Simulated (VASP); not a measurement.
# BaTiO3 (P4mm) in VASP: notebook

BaTiO3 is run at these levels: PBE; tasks: single point, relaxation of the atoms.

All numbers are computed with VASP 6.6.1; they aren't measurements. Logs are shortened: lines on timing, memory, paths and dates and some standing lists are left out, and cuts for length are marked.

## 1. The cell of the first run

It takes space group P4mm (No. 99, tetragonal). Conventional cell: a = 3.946 Å, b = 3.946 Å, c = 3.964 Å, α = 90.00°, β = 90.00°, γ = 90.00°. Within 3.6 Å of Ba (site symmetry 4mm) lie 12 O at 2.77 to 2.83 Å and 8 Ti at 3.40 to 3.45 Å. Ti (site symmetry 4mm) has 6 O at 1.88 to 2.08 Å within 2.5 Å. O (site symmetry 4mm) has 2 Ti at 1.88 to 2.08 Å within 2.5 Å. O (site symmetry 2mm) has 2 Ti at 1.97 Å within 2.6 Å.

## 2. Single point, PBE (12.34 Å³/atom)

INCAR reads:

```
  ALGO = Normal
  EDIFF = 1E-6
  ENCUT = 1340
  GGA = PE
  GGA_COMPAT = F
  ISIF = 2
  ISMEAR = -1
  LASPH = T
  LCHARG = F
  LREAL = F
  LWAVE = F
  NBANDS = 28
  NELM = 120
  PREC = Accurate
  SIGMA = 0.02
```

KPOINTS reads:

```
k-points
0
Gamma
  8 8 8
```

POSCAR reads:

```
BaTiO3
1.0
    3.9457420220      0.0000000000      0.0000000000
    0.0000000000      3.9457420220      0.0000000000
    0.0000000000      0.0000000000      3.9636960459
Ba Ti O
1 1 3
Direct
    0.0000000000      0.0000000000      0.0003385073
    0.5000000000      0.5000000000      0.4897153689
    0.5000000000      0.5000000000      0.0155190358
    0.5000000000      0.0000000000      0.5112135441
    0.0000000000      0.5000000000      0.5112135441
```

Potentials or basis: VASP PAW PBE potentials, release 64 (Ba_sv, Ti_sv, O_h).

On the command line:

```sh
$ cat potpaw_PBE.64/Ba_sv/POTCAR potpaw_PBE.64/Ti_sv/POTCAR potpaw_PBE.64/O_h/POTCAR > POTCAR
$ mpirun -np 1 vasp_std > vasp.out
```

OUTCAR:

```text
EDIFF = 1E-6
   ENCUT = 1340
   GGA = PE
   ISIF = 2
   ISMEAR = -1
   LASPH = T
   LREAL = F
   NELM = 120
   PREC = Accurate

 ion  position               nearest neighbor table
   1  0.000  0.000  0.000-   4 2.77   5 2.77   5 2.77   4 2.77   3 2.79   3 2.79   3 2.79   3 2.79
                             4 2.83   5 2.83   5 2.83   4 2.83   2 3.40   2 3.40   2 3.40   2 3.40
   2  0.500  0.500  0.490-   3 1.88   4 1.97   5 1.97   4 1.97   5 1.97   3 2.08   1 3.40   1 3.40
                             1 3.40   1 3.40   1 3.45   1 3.45   1 3.45   1 3.45
   3  0.500  0.500  0.016-   2 1.88   2 2.08   1 2.79   1 2.79   1 2.79   1 2.79
   4  0.500  0.000  0.511-   2 1.97   2 1.97   1 2.77   1 2.77   1 2.83   1 2.83
   5  0.000  0.500  0.511-   2 1.97   2 1.97   1 2.77   1 2.77   1 2.83   1 2.83

  LATTYP: Found a simple tetragonal cell.
 ALAT       =     3.9457420220
 C/A-ratio  =     1.0045502275

  Lattice vectors:

 A1 = (   3.9457420220,   0.0000000000,   0.0000000000)
 A2 = (   0.0000000000,   3.9457420220,   0.0000000000)
 A3 = (   0.0000000000,   0.0000000000,   3.9636960459)

Analysis of symmetry for initial positions (statically):
=====================================================================
 Subroutine PRICEL returns:
 Original cell was already a primitive cell.

 Routine SETGRP: Setting up the symmetry group for a
 simple tetragonal supercell.

 Subroutine GETGRP returns: Found  8 space group operations
 (whereof  8 operations were pure point group operations)
 out of a pool of 16 trial point group operations.

The static configuration has the point symmetry C_4v.

Analysis of symmetry for dynamics (positions and initial velocities):
=====================================================================
 Subroutine PRICEL returns:
 Original cell was already a primitive cell.

 Routine SETGRP: Setting up the symmetry group for a
 simple tetragonal supercell.

 Subroutine GETGRP returns: Found  8 space group operations
 (whereof  8 operations were pure point group operations)
 out of a pool of 16 trial point group operations.

The dynamic configuration has the point symmetry C_4v.

 Subroutine INISYM returns: Found  8 space group operations
 (whereof  8 operations are pure point group operations),
 and found     1 'primitive' translations

----------------------------------------------------------------------------------------

                                     Primitive cell

  volume of cell :      61.7103
[... 96 lines left out ...]
   LREAL  =      F    real-space projection
   EDIFFG = 0.1E-04   stopping-criterion for IOM
   NSW    =      0    number of steps for IOM
   IBRION =     -1    ionic relax: 0-MD 1-quasi-New 2-CG
   NFREE  =      0    steps in history (QN), initial steepest desc. (CG)
   ISIF   =      2    stress and relaxation
   ISYM   =      2    0-nonsym 1-usesym 2-fastsym
   POTIM  = 0.5000    time-step for ionic-motion
   TEBEG  =    0.0;   TEEND  =   0.0 temperature during run
   PSTRESS=    0.0 pullay stress
   NELECT =      40.0000    total number of electrons
   NUPDOWN=      -1.0000    fix difference up-down
   EMIN   =  10.00;   EMAX   =-10.00  energy-range for DOS
   EFERMI =   0.00;   METHOD = LEGACY
   ISMEAR =    -1;   SIGMA  =   0.02  broadening in eV -4-tet -1-fermi 0-gaus
   EFERMI_NEDOS =   21; number of points for ismear=-14 and -15
   IALGO  =     38    algorithm
   IMIX   =      4    mixing-type and parameters
     AMIX     =   0.40;   BMIX     =  1.00
     AMIX_MAG =   1.60;   BMIX_MAG =  1.00
  volume/ion in A,a.u.               =      12.34        83.29
  Fermi-wavevector in a.u.,A,eV,Ry     =   1.416801  2.677366 27.311324  2.007326
  Thomas-Fermi vector in A             =   2.538098
   LORBIT       =      0    0 simple, 1 ext, 2 COOP (PROOUT), +10 PAW based schemes
   GGA     = PE    functional components
   LHFCALC =     F    Hartree Fock is set to
   AEXX    =    0.0000 exact exchange contribution
   IVDW    =     0    specifies the selected vdW correction
   LEPSILON=     F    determine dielectric tensor
   LRPA    =     F    only Hartree local field effects (RPA)
 non-spin polarized calculation
  energy-cutoff  :     1340.00
  volume of cell :       61.71
 maximum number of plane-waves:      6899
 NGX is ok and might be reduce to    48
   NGX = 23   NGY = 23   NGZ = 23

 number of electron      40.0000003 magnetization

 Free energy of the ion-electron system (eV)
  ---------------------------------------------------
  ext. energy  EPLUGINS =         0.00000000
  ---------------------------------------------------
  free energy    TOTEN  =       -39.88269260 eV

  energy without entropy =      -39.88269260  energy(sigma->0) =      -39.88269260

 E-fermi :   5.0826     XC(G=0): -11.4634

 val. band max:        4.5354113793   @ k =   0.5000   0.5000   0.5000
 cond. band min:       6.3830416964   @ k =   0.0000   0.0000   0.0000
 fundamental gap:      1.8476303171
 Fermi energy:         5.0825647973

 k-point     1 :       0.0000    0.0000    0.0000
  band No.  band energies     occupation
      1     -51.9029      2.00000
      2     -28.1637      2.00000
      3     -28.1366      2.00000
      4     -28.1366      2.00000
      5     -20.2301      2.00000
      6     -12.4688      2.00000
[... 733 lines left out ...]
     27      12.6511      0.00000
     28      13.5239      0.00000

 [... further k-points ...]

------------------------ aborting loop because EDIFF is reached ----------------------------------------

  FORCE on cell =-STRESS in cart. coord.  units (eV):
  Direction    XX          YY          ZZ          XY          YZ          ZX
  --------------------------------------------------------------------------------------
  -------------------------------------------------------------------------------------
  Total        4.4667188      4.4667188      4.7042171      0.0000000      0.0000000      0.0000000
  in kB      115.9688852    115.9688852    122.1350241      0.0000000      0.0000000      0.0000000
  external PRESSURE =     118.0242648 kB  Pullay stress =       0.0000000 kB

 VOLUME and BASIS-vectors are now :
 -----------------------------------------------------------------------------
  energy-cutoff  :     1340.00
  volume of cell :       61.71
      direct lattice vectors                 reciprocal lattice vectors
     3.945742022  0.000000000  0.000000000     0.253437755  0.000000000  0.000000000
     0.000000000  3.945742022  0.000000000     0.000000000  0.253437755  0.000000000
     0.000000000  0.000000000  3.963696046     0.000000000  0.000000000  0.252289779

 POSITION                                       TOTAL-FORCE (eV/Angst)
 -----------------------------------------------------------------------------------
      0.00000      0.00000      0.00134        -0.000000     -0.000000      0.028025
      1.97287      1.97287      1.94108         0.000000      0.000000      0.017079
      1.97287      1.97287      0.06151        -0.000000     -0.000000     -0.017591
      1.97287      0.00000      2.02630        -0.000000     -0.000000     -0.013757
      0.00000      1.97287      2.02630        -0.000000     -0.000000     -0.013757
 -----------------------------------------------------------------------------------
    total drift:                                0.000000     -0.000000     -0.000238

  FREE ENERGIE OF THE ION-ELECTRON SYSTEM (eV)
  ---------------------------------------------------
  free  energy   TOTEN  =       -39.8826926007 eV

  energy  without entropy=      -39.8826926007  energy(sigma->0) =      -39.88269260
```

Run time: 6.7 min. Hardware: 1 thread of Intel Xeon Platinum 8375C at 2.90GHz (Ice Lake), shared host; peak memory 0.7 GiB.

What came out:

| Quantity | Value |
| --- | --- |
| Free energy | -39.8827 eV |
| Pressure | 11.8 GPa |
| Largest force | 0.028 eV/Å |
| Band gap on the k mesh | 1.85 eV (least direct gap 2.07 eV) |

Forces in eV/Å, atoms in the order of the input:
```
Ba   0.000  0.000  0.028
Ti   0.000  0.000  0.017
O    0.000  0.000 -0.018
O    0.000  0.000 -0.014
O    0.000  0.000 -0.014
```

Caveat: the cell stands under pressure; spin-orbit coupling is left out, which moves the levels of the heavy elements. A k mesh can miss the band edges.

## 3. Single point, PBE (12.60 Å³/atom)

This run uses another cell than the first one, of 12.60 Å³/atom.

INCAR reads:

```
SYSTEM = BaTiO3
ALGO = Normal
EDIFF = 1E-6
ENCUT = 1340
GGA = PE
GGA_COMPAT = .FALSE.
ISIF = 2
ISMEAR = -1
LASPH = .TRUE.
LCHARG = .FALSE.
LREAL = .FALSE.
LWAVE = .FALSE.
NBANDS = 28
NELM = 120
PREC = Accurate
SIGMA = 0.02
```

KPOINTS reads:

```
k-points
0
G
  8 8 8
  0 0 0
```

POSCAR reads:

```
BaTiO3
1.0
    3.9729548958      0.0000000000      0.0000000000
    0.0000000000      3.9729548958      0.0000000000
    0.0000000000      0.0000000000      3.9910327445
Ba Ti O
1 1 3
Direct
    0.0000000000      0.0000000000     -0.0012095330
    0.5000000000      0.5000000000      0.4859848062
    0.5000000000      0.5000000000      0.0189095175
    0.5000000000      0.0000000000      0.5121576047
    0.0000000000      0.5000000000      0.5121576047
```

Potentials or basis: VASP PAW PBE potentials, release 64 (Ba_sv, Ti_sv, O_h).

On the command line:

```sh
$ cat potpaw_PBE.64/Ba_sv/POTCAR potpaw_PBE.64/Ti_sv/POTCAR potpaw_PBE.64/O_h/POTCAR > POTCAR
$ mpirun -np 1 vasp_std > vasp.out
```

Wall time 4.6 min (1 thread of Intel Xeon 6975P-C (Granite Rapids), shared host); peak memory 0.7 GiB.

It converged, with:

* Free energy: -39.9635 eV
* Pressure: 8.1 GPa
* Largest force: 0.027 eV/Å
* Band gap on the k mesh: 1.82 eV (least direct gap 2.11 eV)

Forces in eV/Å, atoms in the order of the input:
```
Ba   0.000  0.000  0.027
Ti   0.000  0.000  0.018
O    0.000  0.000 -0.023
O    0.000  0.000 -0.011
O    0.000  0.000 -0.011
```

Stress tensor (GPa, compression positive):
```
7.57 0.00 0.00
0.00 7.57 0.00
0.00 0.00 9.09
```

Levels at points of the mesh, in eV from the valence-band top:
```csv
k point,band 16,band 17,band 18,band 19,band 20,band 21,band 22,band 23,band 24,band 25
"(0.00, 0.00, 0.00)",-1.30,-1.17,-0.32,-0.29,-0.29,1.82,2.06,2.06,4.12,4.24
"(0.50, 0.00, 0.00)",-1.99,-1.86,-1.73,-0.97,-0.87,2.20,3.60,3.64,4.19,6.06
"(0.50, 0.50, 0.00)",-2.81,-1.77,-0.99,-0.99,-0.09,3.66,3.66,4.04,4.87,7.86
"(0.00, 0.00, 0.50)",-2.00,-2.00,-1.98,-0.71,-0.71,1.99,3.67,3.67,4.12,6.22
"(0.50, 0.00, 0.50)",-2.75,-1.72,-0.90,-0.88,-0.19,3.62,3.68,4.04,4.99,7.82
"(0.50, 0.50, 0.50)",-2.46,-2.42,-0.10,-0.10,0.00,4.29,4.30,4.30,6.62,6.78
```

Caveat: the cell stands under pressure; spin-orbit coupling is left out, which moves the levels of the heavy elements.

(Continued in part 2 of 2.)
